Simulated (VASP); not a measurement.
# Ti (I4/mmm) in VASP: further runs, part 2 of 2

VASP 6.6.1. Earlier steps stand in the parts before.

## Step 4: Single point, r2SCAN (strain +0.025 along x and y, -0.050 along z)

Contents of POSCAR:

```
Ti
1.0
    0.0000000000      2.0807500000      1.9285000000
    2.0807500000      0.0000000000      1.9285000000
    2.0807500000      2.0807500000      0.0000000000
Ti
1
Direct
    0.0000000000      0.0000000000      0.0000000000
```

Contents of INCAR.step1:

```
SYSTEM = Ti
ALGO     = Normal         ! electronic algorithm
EDIFF    = 1E-4           ! SCF threshold, eV
ENCUT    = 520            ! plane-wave cutoff, eV
GGA      = PE             ! functional
ISMEAR   = 0              ! smearing method
LASPH    = .True.         ! aspherical terms in the spheres
LCHARG   = .False.        ! write CHGCAR
LREAL    = .False.        ! projectors in reciprocal space
LWAVE    = .True.         ! write WAVECAR
NBANDS   = 12             ! bands
NELM     = 60             ! most SCF steps
PREC     = Accurate       ! precision mode
SIGMA    = 0.15           ! smearing width, eV
```

Contents of INCAR.step2:

```
SYSTEM = Ti
ALGO     = Normal         ! electronic algorithm
EDIFF    = 1E-6           ! SCF threshold, eV
ENCUT    = 520            ! plane-wave cutoff, eV
ISIF     = 2              ! what is computed and relaxed
ISMEAR   = 0              ! smearing method
ISTART   = 1            
LASPH    = .True.         ! aspherical terms in the spheres
LCHARG   = .False.        ! write CHGCAR
LMIXTAU  = .True.       
LREAL    = .False.        ! projectors in reciprocal space
LWAVE    = .False.        ! write WAVECAR
METAGGA  = R2SCAN         ! meta-GGA
NBANDS   = 12             ! bands
NELM     = 60             ! most SCF steps
PREC     = Accurate       ! precision mode
SIGMA    = 0.15           ! smearing width, eV
```

Contents of KPOINTS:

```
k-points
0
Gamma
  20 20 20
  0 0 0
```

Potentials or basis: VASP PAW PBE potentials, release 64 (Ti_sv).

Run with:

```
> cat potpaw_PBE.64/Ti_sv/POTCAR > POTCAR
> cp INCAR.step1 INCAR
> mpirun -np 1 vasp_std > vasp.out
> cp INCAR.step2 INCAR
> mpirun -np 1 vasp_std > vasp.out
```

OUTCAR:

```text
SYSTEM = Ti
   EDIFF = 1E-6
   ENCUT = 520
   ISIF = 2
   ISMEAR = 0
   ISTART = 1
   LASPH = .True.
   LREAL = .False.
   METAGGA = R2SCAN
   NELM = 60
   PREC = Accurate

 ion  position               nearest neighbor table
   1  0.000  0.000  0.000-

  LATTYP: Found a body centered tetragonal cell.
 ALAT       =     2.9426248699
 C/A-ratio  =     1.3107345212

  Lattice vectors:

 A1 = (   0.0000000000,  -2.0807500000,  -1.9285000000)
 A2 = (   0.0000000000,   2.0807500000,  -1.9285000000)
 A3 = (   2.0807500000,   0.0000000000,   1.9285000000)

Analysis of symmetry for initial positions (statically):
=====================================================================
 Subroutine PRICEL returns:
 Original cell was already a primitive cell.

 Routine SETGRP: Setting up the symmetry group for a
 body centered tetragonal supercell.

 Subroutine GETGRP returns: Found 16 space group operations
 (whereof 16 operations were pure point group operations)
 out of a pool of 16 trial point group operations.

The static configuration has the point symmetry D_4h.

Analysis of symmetry for dynamics (positions and initial velocities):
=====================================================================
 Subroutine PRICEL returns:
 Original cell was already a primitive cell.

 Routine SETGRP: Setting up the symmetry group for a
 body centered tetragonal supercell.

 Subroutine GETGRP returns: Found 16 space group operations
 (whereof 16 operations were pure point group operations)
 out of a pool of 16 trial point group operations.

The dynamic configuration has the point symmetry D_4h.

 Subroutine INISYM returns: Found 16 space group operations
 (whereof 16 operations are pure point group operations),
 and found     1 'primitive' translations

----------------------------------------------------------------------------------------

                                     Primitive cell

  volume of cell :      16.6990

  direct lattice vectors                    reciprocal lattice vectors
     0.000000000  2.080750000  1.928500000    -0.240297969  0.240297969  0.259268862
     2.080750000  0.000000000  1.928500000     0.240297969 -0.240297969  0.259268862
     2.080750000  2.080750000  0.000000000     0.240297969  0.240297969 -0.259268862

  length of vectors
     2.837011246  2.837011246  2.942624870     0.427441892  0.427441892  0.427441892

  position of ions in fractional coordinates (direct lattice)
     0.000000000  0.000000000  0.000000000

  ion indices of the primitive-cell ions
   primitive index   ion index
                 1           1

----------------------------------------------------------------------------------------

 KPOINTS: k-points

Automatic generation of k-mesh.
 Grid dimensions read from file:
 generate k-points for:   20   20   20

 Generating k-lattice:

  Cartesian coordinates                     Fractional coordinates (reciprocal lattice)
    -0.012014898  0.012014898  0.012963443     0.050000000  0.000000000  0.000000000
     0.012014898 -0.012014898  0.012963443     0.000000000  0.050000000  0.000000000
     0.012014898  0.012014898 -0.012963443     0.000000000  0.000000000  0.050000000

  Length of vectors
     0.021372095  0.021372095  0.021372095

  Shift w.r.t. Gamma in fractional coordinates (k-lattice)
     0.000000000  0.000000000  0.000000000

 Subroutine IBZKPT returns following result:
 ===========================================

 Found    641 irreducible k-points:

 Following reciprocal coordinates:
            Coordinates               Weight
  0.000000  0.000000  0.000000      1.000000
  0.050000 -0.000000  0.000000      8.000000
  0.100000 -0.000000  0.000000      8.000000
  0.150000  0.000000  0.000000      8.000000
  0.200000 -0.000000  0.000000      8.000000
  0.250000  0.000000  0.000000      8.000000
[... 16 lines left out ...]
 -0.400000  0.050000  0.000000      8.000000
 -0.350000  0.050000  0.000000      8.000000
 [... further k-points ...]
   k-points           NKPTS =    641   k-points in BZ     NKDIM =    641   number of bands    NBANDS=     12
   number of dos      NEDOS =    301   number of ions     NIONS =      1
   total plane-waves  NPLWV =  13824
   dimension x,y,z NGX =    24 NGY =   24 NGZ =   24
   dimension x,y,z NGXF=    48 NGYF=   48 NGZF=   48
   ions per type =               1
   NGX,Y,Z   is equivalent  to a cutoff of  14.06, 14.06, 13.56 a.u.
   NGXF,Y,Z  is equivalent  to a cutoff of  28.13, 28.13, 27.12 a.u.
 SYSTEM =  Ti
   PREC   = accura    normal or accurate (medium, high low for compatibility)
   ISTART =      1    job   : 0-new  1-cont  2-samecut
   ICHARG =      0    charge: 1-file 2-atom 10-const
   ISPIN  =      1    spin polarized calculation?
   LNONCOLLINEAR =      F non collinear calculations
   LSORBIT =      F    spin-orbit coupling
   LASPH  =      T    aspherical Exc in radial PAW
   ENCUT  =  520.0 eV  38.22 Ry    6.18 a.u.   5.27  5.27  5.47*2*pi/ulx,y,z
   NELM   =     60;   NELMIN=  2; NELMDL=  0     # of ELM steps
   EDIFF  = 0.1E-05   stopping-criterion for ELM
   LREAL  =      F    real-space projection
[... 7 lines left out ...]
   TEBEG  =    0.0;   TEEND  =   0.0 temperature during run
   PSTRESS=    0.0 pullay stress
   NELECT =      12.0000    total number of electrons
   NUPDOWN=      -1.0000    fix difference up-down
   EMIN   =  10.00;   EMAX   =-10.00  energy-range for DOS
   EFERMI =   0.00;   METHOD = LEGACY
   ISMEAR =     0;   SIGMA  =   0.15  broadening in eV -4-tet -1-fermi 0-gaus
   EFERMI_NEDOS =   21; number of points for ismear=-14 and -15
   IALGO  =     38    algorithm
   IMIX   =      4    mixing-type and parameters
     AMIX     =   0.40;   BMIX     =  1.00
     AMIX_MAG =   1.60;   BMIX_MAG =  1.00
  volume/ion in A,a.u.               =      16.70       112.69
  Fermi-wavevector in a.u.,A,eV,Ry     =   1.466354  2.771007 29.255158  2.150193
  Thomas-Fermi vector in A             =   2.582101
   LORBIT       =      0    0 simple, 1 ext, 2 COOP (PROOUT), +10 PAW based schemes
   METAGGA = R2SCAN    functional components
   LHFCALC =     F    Hartree Fock is set to
   AEXX    =    0.0000 exact exchange contribution
   IVDW    =     0    specifies the selected vdW correction
   LEPSILON=     F    determine dielectric tensor
   LRPA    =     F    only Hartree local field effects (RPA)
 non-spin polarized calculation
 Gauss-broadening in eV      SIGMA  =   0.15
  energy-cutoff  :      520.00
  volume of cell :       16.70
 maximum number of plane-waves:       467
 NGX is ok and might be reduce to    24
   NGX = 11   NGY = 11   NGZ = 11

 number of electron      12.0000003 magnetization

 Free energy of the ion-electron system (eV)
  ---------------------------------------------------
  ext. energy  EPLUGINS =         0.00000000
  ---------------------------------------------------
  free energy    TOTEN  =       -12.87030578 eV

  energy without entropy =      -12.85205834  energy(sigma->0) =      -12.86118206

 E-fermi :   8.6504     XC(G=0): -12.6129

 val. band max:        8.6443489420   @ k =  -0.3500   0.0000   0.0500
 cond. band min:       8.6522427876   @ k =   0.3000   0.1500   0.1000
 fundamental gap:      0.0078938456
 Fermi energy:         8.6504157685

 k-point     1 :       0.0000    0.0000    0.0000
  band No.  band energies     occupation
      1     -50.3122      2.00000
      2     -25.0682      2.00000
      3     -25.0681      2.00000
      4     -25.0647      2.00000
      5       2.1080      2.00000
      6       9.5281      0.00000
      7       9.5281      0.00000
      8      10.1029      0.00000
      9      11.2086      0.00000
     10      11.8710      0.00000
     11      24.7602      0.00000
     12      29.0588      0.00000

 k-point     2 :       0.0500   -0.0000    0.0000
  band No.  band energies     occupation
      1     -50.3085      2.00000
      2     -25.0872      2.00000
      3     -25.0716      2.00000
      4     -25.0674      2.00000
      5       2.1957      2.00000
      6       9.5056      0.00000
      7       9.5590      0.00000
      8      10.0978      0.00000
      9      11.1938      0.00000
     10      11.8431      0.00000
     11      24.8364      0.00000
     12      28.6215      0.00000
[... 316 lines left out ...]
 k-point    24 :      -0.3500    0.0500    0.0000
  band No.  band energies     occupation
      1     -50.1851      2.00000
      2     -25.7212      2.00000
      3     -25.1785      2.00000
      4     -25.1402      2.00000
      5       5.4098      2.00000
      6       8.6534      0.97775
      7       9.4792      0.00000
      8      10.0465      0.00000
      9      12.1357      0.00000
     10      12.3937      0.00000
     11      19.5925      0.00000
     12      24.5595      0.00000

 [... further k-points ...]
[... 5 lines left out ...]
  --------------------------------------------------------------------------------------
  -------------------------------------------------------------------------------------
  Total        0.4362292      0.4362292      0.6869941      0.0000000      0.0000000      0.0000000
  in kB       41.8538932     41.8538932     65.9134668      0.0000000      0.0000000      0.0000000
  external PRESSURE =      49.8737511 kB  Pullay stress =       0.0000000 kB

 VOLUME and BASIS-vectors are now :
 -----------------------------------------------------------------------------
  energy-cutoff  :      520.00
  volume of cell :       16.70
      direct lattice vectors                 reciprocal lattice vectors
     0.000000000  2.080750000  1.928500000    -0.240297969  0.240297969  0.259268862
     2.080750000  0.000000000  1.928500000     0.240297969 -0.240297969  0.259268862
     2.080750000  2.080750000  0.000000000     0.240297969  0.240297969 -0.259268862

 POSITION                                       TOTAL-FORCE (eV/Angst)
 -----------------------------------------------------------------------------------
      0.00000      0.00000      0.00000         0.000000      0.000000      0.000000
 -----------------------------------------------------------------------------------
    total drift:                               -0.000000      0.000000     -0.000000

  FREE ENERGIE OF THE ION-ELECTRON SYSTEM (eV)
  ---------------------------------------------------
  free  energy   TOTEN  =       -12.8703057845 eV

  energy  without entropy=      -12.8520583358  energy(sigma->0) =      -12.86118206
```

It took 5.4 min on 1 thread of Intel Xeon Platinum 8259CL at 2.50GHz (Skylake/Cascade Lake), shared host; peak memory 0.25 GiB.

What came out:

```
Free energy            : -12.8703 eV
Pressure               : 5.0 GPa
Band gap on the k mesh : zero (bands 6 and 7 overlap by 1.58 eV)
```

Caveat: the cell differs from its parent crystal (strain +0.025 along x and y, -0.050 along z); the cell stands under pressure; the PAW data sets were made with another functional, which shifts forces and pressure a little.

## Step 5: Overview

```csv
cell,gap on the mesh (eV),pressure (GPa)
"a = 2.943, b = 2.943, c = 3.014 Å, angles 59.2, 59.2, 61.6°, 1 atom",none,-5.8
"a = 2.800, b = 2.800, c = 2.871 Å, angles 59.2, 59.2, 61.7°, 1 atom",none,11.8
"a = 2.837, b = 2.837, c = 2.943 Å, angles 58.8, 58.8, 62.5°, 1 atom",none,5.0
```

Alike in all rows: task single point; level r2SCAN; potentials or basis VASP PAW PBE potentials, release 64 (Ti_sv); no spin polarisation; k mesh 20 × 20 × 20; cutoff (eV) 520; smearing gaussian 0.15 eV.

Caveats: the PAW data sets were made with another functional, which shifts forces and pressure a little; the cell stands under pressure (at least some runs); the cell stands under tension (at least some runs).

Total energies depend on the potentials used, so only differences within one code and one set of settings carry meaning.
